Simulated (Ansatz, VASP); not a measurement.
**Ti4B: VASP beside Ansatz**

```
CELL_PARAMETERS angstrom
4.38837 0.00000 0.00000
0.00000 4.38837 0.00000
0.00000 0.00000 4.38837
ATOMIC_POSITIONS crystal
Ti 0.26983 0.26983 0.26983
Ti 0.73017 0.73017 0.26983
Ti 0.26983 0.73017 0.73017
Ti 0.73017 0.26983 0.73017
B 0.00000 0.00000 0.00000
```

Change from the starting cell: species swapped into the SnI4 type (P-43m, No. 215).

Alike in both runs: functional PBE; k mesh 4 × 4 × 4; occupations gaussian, width 0.1 eV; no spin polarisation.

Ansatz relaxed the structure, and its values are those at the end. VASP's run is a single point on that final structure, the one shown.

|  | VASP | Ansatz |
| --- | --- | --- |
| version | VASP 6.6.1 | Ansatz 0.2.0 |
| potentials or method | VASP PAW PBE potentials, release 64 (Ti_sv, B), cutoff 520 eV | scalar-relativistic, plane waves, PAW |
| valence electrons in the cell | 51 | 51 |

```csv
,VASP,Ansatz,Ansatz less VASP
gap on the k mesh at the Fermi level (eV),none,none,-
pressure (GPa),0.2,0.3,+0.12
rms of the force components (eV/Å),0.012,0.000,-0.0115
```

A gap of «none» marks a metal or a gap that the smearing closes.
